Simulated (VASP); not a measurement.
# BaLi2S2 (P-3m1) in VASP: further runs

The runs below take BaLi2S2 through relaxation of shape and atoms at fixed volume, with PBE.

Everything below comes from runs of VASP 6.6.1. Logs are shortened: lines on timing, memory, paths and dates and some standing lists are left out, and cuts for length are marked.

## (1) The cell of the first run

The structure is trigonal, space group P-3m1 (No. 164). The conventional cell has a = 4.392 Å, b = 4.392 Å, c = 7.248 Å, α = 90.00°, β = 90.00°, γ = 120.00°. Within 4.2 Å of Ba (site symmetry -3m) lie 6 S at 3.20 Å and 6 Li at 3.79 Å. Within 3.3 Å of Li (site symmetry 3m) lie 4 S at 2.47 to 2.68 Å and 3 Li at 3.01 Å. S (site symmetry 3m) has 4 Li at 2.47 to 2.68 Å and 3 Ba at 3.20 Å within 3.3 Å.

## (2) Relaxation of shape and atoms at fixed volume, PBE (24.21 Å³/atom)

The input, INCAR:

```
SYSTEM = BaLi2S2
PREC     = Accurate       ! precision mode
ENCUT    = 600            ! plane-wave cutoff, eV
EDIFF    = 1E-7           ! SCF threshold, eV
ISMEAR   = 0              ! smearing method
SIGMA    = 0.02           ! smearing width, eV
LREAL    = .FALSE.        ! projectors in reciprocal space
LASPH    = .TRUE.         ! aspherical terms in the spheres
NELM     = 100            ! most SCF steps
ALGO     = Normal         ! electronic algorithm
ISIF     = 4              ! what is computed and relaxed
LWAVE    = .FALSE.        ! write WAVECAR
LCHARG   = .FALSE.        ! write CHGCAR
GGA      = PE             ! functional
IBRION   = 2              ! ionic algorithm
NSW      = 50             ! ionic steps
EDIFFG   = -0.01          ! ionic threshold
```

The input, KPOINTS:

```
Automatic mesh
0
G
  6 6 4
  0 0 0
```

The input, POSCAR:

```
BaLi2S2
1.0
    4.3916358223      0.0000000000      0.0000000000
   -2.1958179111      3.8032681863      0.0000000000
    0.0000000000      0.0000000000      7.2477728440
Ba Li S
1 2 2
Direct
    0.0000000000      0.0000000000      0.0000000000
    0.6666666667      0.3333333333      0.6117039701
    0.3333333333      0.6666666667      0.3882960299
    0.6666666667      0.3333333333      0.2703098103
    0.3333333333      0.6666666667      0.7296901897
```

Potentials or basis: VASP PAW PBE potentials, release 64 (Ba_sv, Li_sv, S).

The run is started by

```sh
cat potpaw_PBE.64/Ba_sv/POTCAR potpaw_PBE.64/Li_sv/POTCAR potpaw_PBE.64/S/POTCAR > POTCAR
mpirun -np 1 vasp_std > vasp.out
```

OUTCAR:

```text
SYSTEM = BaLi2S2
   PREC = Accurate
   ENCUT = 600
   EDIFF = 1E-7
   ISMEAR = 0
   LREAL = .FALSE.
   LASPH = .TRUE.
   NELM = 100
   ISIF = 4
   GGA = PE
   IBRION = 2
   NSW = 50
   EDIFFG = -0.01

 ion  position               nearest neighbor table
   1  0.000  0.000  0.000-   4 3.20   5 3.20   5 3.20   4 3.20   4 3.20   5 3.20
   2  0.667  0.333  0.612-   4 2.47   5 2.68   5 2.68   5 2.68
   3  0.333  0.667  0.388-   5 2.47   4 2.68   4 2.68   4 2.68
   4  0.667  0.333  0.270-   2 2.47   3 2.68   3 2.68   3 2.68   1 3.20   1 3.20   1 3.20
   5  0.333  0.667  0.730-   3 2.47   2 2.68   2 2.68   2 2.68   1 3.20   1 3.20   1 3.20

  LATTYP: Found a hexagonal cell.
 ALAT       =     4.3916358223
 C/A-ratio  =     1.6503583487

  Lattice vectors:

 A1 = (   4.3916358223,   0.0000000000,   0.0000000000)
 A2 = (  -2.1958179111,   3.8032681863,   0.0000000000)
 A3 = (   0.0000000000,   0.0000000000,   7.2477728440)

Analysis of symmetry for initial positions (statically):
=====================================================================
 Subroutine PRICEL returns:
 Original cell was already a primitive cell.

 Routine SETGRP: Setting up the symmetry group for a
 hexagonal supercell.

 Subroutine GETGRP returns: Found 12 space group operations
 (whereof 12 operations were pure point group operations)
 out of a pool of 24 trial point group operations.

The static configuration has the point symmetry D_3d.

Analysis of symmetry for dynamics (positions and initial velocities):
=====================================================================
 Subroutine PRICEL returns:
 Original cell was already a primitive cell.

 Routine SETGRP: Setting up the symmetry group for a
 hexagonal supercell.

 Subroutine GETGRP returns: Found 12 space group operations
 (whereof 12 operations were pure point group operations)
 out of a pool of 24 trial point group operations.

The dynamic configuration has the point symmetry D_3d.

 Subroutine INISYM returns: Found 12 space group operations
 (whereof 12 operations are pure point group operations),
 and found     1 'primitive' translations

----------------------------------------------------------------------------------------

                                     Primitive cell

  volume of cell :     121.0564

  direct lattice vectors                    reciprocal lattice vectors
     4.391635822  0.000000000  0.000000000     0.227705584  0.131465880  0.000000000
    -2.195817911  3.803268186  0.000000000     0.000000000  0.262931761  0.000000000
[... 80 lines left out ...]
 SYSTEM =  BaLi2S2
   PREC   = accura    normal or accurate (medium, high low for compatibility)
   ISTART =      0    job   : 0-new  1-cont  2-samecut
   ICHARG =      2    charge: 1-file 2-atom 10-const
   ISPIN  =      1    spin polarized calculation?
   LNONCOLLINEAR =      F non collinear calculations
   LSORBIT =      F    spin-orbit coupling
   LASPH  =      T    aspherical Exc in radial PAW
   ENCUT  =  600.0 eV  44.10 Ry    6.64 a.u.   8.77  8.77 14.48*2*pi/ulx,y,z
   NELM   =    100;   NELMIN=  2; NELMDL= -5     # of ELM steps
   EDIFF  = 0.1E-06   stopping-criterion for ELM
   LREAL  =      F    real-space projection
   EDIFFG = -.1E-01   stopping-criterion for IOM
   NSW    =     50    number of steps for IOM
   IBRION =      2    ionic relax: 0-MD 1-quasi-New 2-CG
   NFREE  =      1    steps in history (QN), initial steepest desc. (CG)
   ISIF   =      4    stress and relaxation
   ISYM   =      2    0-nonsym 1-usesym 2-fastsym
   POTIM  = 0.5000    time-step for ionic-motion
   TEBEG  =    0.0;   TEEND  =   0.0 temperature during run
   PSTRESS=    0.0 pullay stress
   NELECT =      28.0000    total number of electrons
   NUPDOWN=      -1.0000    fix difference up-down
   EMIN   =  10.00;   EMAX   =-10.00  energy-range for DOS
   EFERMI =   0.00;   METHOD = LEGACY
   ISMEAR =     0;   SIGMA  =   0.02  broadening in eV -4-tet -1-fermi 0-gaus
   EFERMI_NEDOS =   21; number of points for ismear=-14 and -15
   IALGO  =     38    algorithm
   IMIX   =      4    mixing-type and parameters
     AMIX     =   0.40;   BMIX     =  1.00
     AMIX_MAG =   1.60;   BMIX_MAG =  1.00
  volume/ion in A,a.u.               =      24.21       163.39
  Fermi-wavevector in a.u.,A,eV,Ry     =   1.004920  1.899024 13.740041  1.009865
  Thomas-Fermi vector in A             =   2.137567
   LORBIT       =      0    0 simple, 1 ext, 2 COOP (PROOUT), +10 PAW based schemes
   GGA     = PE    functional components
   LHFCALC =     F    Hartree Fock is set to
   AEXX    =    0.0000 exact exchange contribution
   IVDW    =     0    specifies the selected vdW correction
   LEPSILON=     F    determine dielectric tensor
   LRPA    =     F    only Hartree local field effects (RPA)
 conjugate gradient relaxation of ions
 non-spin polarized calculation
 Gauss-broadening in eV      SIGMA  =   0.02
  energy-cutoff  :      600.00
  volume of cell :      121.06
 maximum number of plane-waves:      4096
 NGX is ok and might be reduce to    36
   NGX = 17   NGY = 17   NGZ = 29

--------------------------------------- Ionic step        1  -------------------------------------------

 number of electron      28.0000015 magnetization

 Free energy of the ion-electron system (eV)
  ---------------------------------------------------
  ext. energy  EPLUGINS =         0.00000000
  ---------------------------------------------------
  free energy    TOTEN  =       -21.89879617 eV

  energy without entropy =      -21.89879617  energy(sigma->0) =      -21.89879617

------------------------ aborting loop because EDIFF is reached ----------------------------------------

  FORCE on cell =-STRESS in cart. coord.  units (eV):
  Direction    XX          YY          ZZ          XY          YZ          ZX
  --------------------------------------------------------------------------------------
  -------------------------------------------------------------------------------------
  Total       -1.2540908     -1.2540908     -1.4361709     -0.0000000      0.0000000      0.0000000
  in kB      -16.5978461    -16.5978461    -19.0076688     -0.0000000      0.0000000      0.0000000
  external PRESSURE =     -17.4011203 kB  Pullay stress =       0.0000000 kB
[... 182 lines left out ...]
--------------------------------------- Ionic step        6  -------------------------------------------

 number of electron      28.0000010 magnetization

 Free energy of the ion-electron system (eV)
  ---------------------------------------------------
  ext. energy  EPLUGINS =         0.00000000
  ---------------------------------------------------
  free energy    TOTEN  =       -21.89932614 eV

  energy without entropy =      -21.89932614  energy(sigma->0) =      -21.89932614

 E-fermi :   1.1223     XC(G=0):  -8.2482

 val. band max:        1.0154285967   @ k =   0.0000   0.0000   0.0000
 cond. band min:       3.8150209902   @ k =   0.5000  -0.0000   0.0000
 fundamental gap:      2.7995923935
 Fermi energy:         1.1223325746

 k-point     1 :       0.0000    0.0000    0.0000
  band No.  band energies     occupation
      1     -43.5342      2.00000
      2     -43.5229      2.00000
      3     -25.2053      2.00000
      4     -10.9639      2.00000
      5     -10.2749      2.00000
      6     -10.2749      2.00000
[... 525 lines left out ...]
  FREE ENERGIE OF THE ION-ELECTRON SYSTEM (eV)
  ---------------------------------------------------
  free  energy   TOTEN  =       -21.8993261449 eV

  energy  without entropy=      -21.8993261449  energy(sigma->0) =      -21.89932614

 reached required accuracy - stopping structural energy minimisation
```

Run time: 1.8 min. Hardware: 1 thread of AMD EPYC 9R45 (Zen 5), shared host; peak memory 0.28 GiB.

What came out:

```
Free energy               : -21.8993 eV
Energy gained by relaxing : 0.1 meV/atom
Ionic steps               : 6
Pressure after relaxing   : -1.7 GPa
Band gap on the k mesh    : 2.80 eV (least direct gap 3.12 eV)
```

The path:
```tsv
step	energy change (eV)	largest force (eV/Å)	pressure (GPa)	volume (Å³)
1	0.0000	0.0271	-1.74	121.06
2	-0.0003	0.0201	-1.74	121.06
3	-0.0005	0.0128	-1.73	121.06
4	-0.0005	0.0130	-1.73	121.06
5	-0.0005	0.0102	-1.72	121.06
6	-0.0005	0.0017	-1.72	121.06
```

Final structure:
```cif
data_structure
_symmetry_space_group_name_H-M 'P 1'
_symmetry_Int_Tables_number 1
_cell_length_a 4.3985
_cell_length_b 4.3985
_cell_length_c 7.2251
_cell_angle_alpha 90.000
_cell_angle_beta 90.000
_cell_angle_gamma 120.000
_cell_volume 121.06
loop_
_atom_site_label
_atom_site_type_symbol
_atom_site_fract_x
_atom_site_fract_y
_atom_site_fract_z
_atom_site_occupancy
Ba1 Ba 0.00000 0.00000 0.00000 1
Li1 Li 0.66667 0.33333 0.61074 1
Li2 Li 0.33333 0.66667 0.38926 1
S1 S 0.66667 0.33333 0.27067 1
S2 S 0.33333 0.66667 0.72933 1
```

Caveat: the cutoff is under 1.25 times the usual one of these potentials, so pressure, stress and relaxed cells hold a basis-set (Pulay) error; spin-orbit coupling is left out, which moves the levels of the heavy elements.

## (3) Relaxation of shape and atoms at fixed volume, PBE (25.12 Å³/atom)

This run uses another cell than the first one, of 25.12 Å³/atom.

The input, INCAR:

```
PREC = Accurate
ENCUT = 600
EDIFF = 1E-7
ISMEAR = 0
SIGMA = 0.02
LREAL = False
LASPH = True
NELM = 100
ALGO = Normal
ISIF = 4
LWAVE = False
LCHARG = False
GGA = PE
IBRION = 2
NSW = 50
EDIFFG = -0.01
```

The input, KPOINTS:

```
regular mesh
0
Gamma
  6 6 4
```

The input, POSCAR:

```
BaLi2S2
1.0
    4.4529438228      0.0000000000      0.0000000000
   -2.2264719114      3.8563624722      0.0000000000
    0.0000000000      0.0000000000      7.3155940627
Ba Li S
1 2 2
Direct
    0.0000000000      0.0000000000      0.0000000000
    0.6666666667      0.3333333333      0.6107152067
    0.3333333333      0.6666666667      0.3892847933
    0.6666666667      0.3333333333      0.2693805397
    0.3333333333      0.6666666667      0.7306194603
```

Potentials or basis: VASP PAW PBE potentials, release 64 (Ba_sv, Li_sv, S).

The run is started by

```sh
cat potpaw_PBE.64/Ba_sv/POTCAR potpaw_PBE.64/Li_sv/POTCAR potpaw_PBE.64/S/POTCAR > POTCAR
mpirun -np 1 vasp_std > vasp.out
```

Wall time 88 s (1 thread of AMD EPYC 9R45 (Zen 5), shared host); peak memory 0.28 GiB.

The run converged. Its results:

```
Free energy                  : -21.8364 eV
Energy gained by relaxing    : 0.2 meV/atom
Ionic steps                  : 5
Pressure after relaxing      : -2.8 GPa
Largest force after relaxing : 0.005 eV/Å
Band gap on the k mesh       : 2.85 eV (least direct gap 3.18 eV)
```

Forces in eV/Å, atoms in the order of the input:
```
Ba   0.000  0.000  0.000
Li   0.000  0.000 -0.003
Li   0.000  0.000  0.003
S    0.000  0.000  0.005
S    0.000  0.000 -0.005
```

The path:
```
step  energy change (eV)  largest force (eV/Å)  pressure (GPa)  volume (Å³)
   1              0.0000                0.0260           -2.82       125.62
   2             -0.0004                0.0232           -2.81       125.62
   3             -0.0007                0.0161           -2.78       125.62
   4             -0.0008                0.0127           -2.77       125.62
   5             -0.0009                0.0051           -2.76       125.62
```

Final structure:
```
Ba Li S
1.0
     4.46447    0.00000    0.00000
    -2.23223    3.86634    0.00000
     0.00000    0.00000    7.27788
Ba Li S
1 2 2
Direct
  0.00000 0.00000 0.00000
  0.66667 0.33333 0.60949
  0.33333 0.66667 0.39051
  0.66667 0.33333 0.26916
  0.33333 0.66667 0.73084
```

Levels at points of the mesh, in eV from the valence-band top:
| k point | band 12 | band 13 | band 14 | band 15 | band 16 | band 17 |
| --- | --- | --- | --- | --- | --- | --- |
| (0.00, 0.00, 0.00) | -0.10 | 0.00 | 0.00 | 3.24 | 4.04 | 4.63 |
| (0.50, 0.00, 0.00) | -0.77 | -0.67 | -0.67 | 2.85 | 5.60 | 5.65 |
| (0.00, 0.00, 0.50) | -0.52 | -0.28 | -0.28 | 4.15 | 4.36 | 4.47 |
| (0.50, 0.00, 0.50) | -1.06 | -0.33 | -0.20 | 2.97 | 4.48 | 5.44 |

Caveat: the cutoff is under 1.25 times the usual one of these potentials, so pressure, stress and relaxed cells hold a basis-set (Pulay) error; spin-orbit coupling is left out, which moves the levels of the heavy elements.
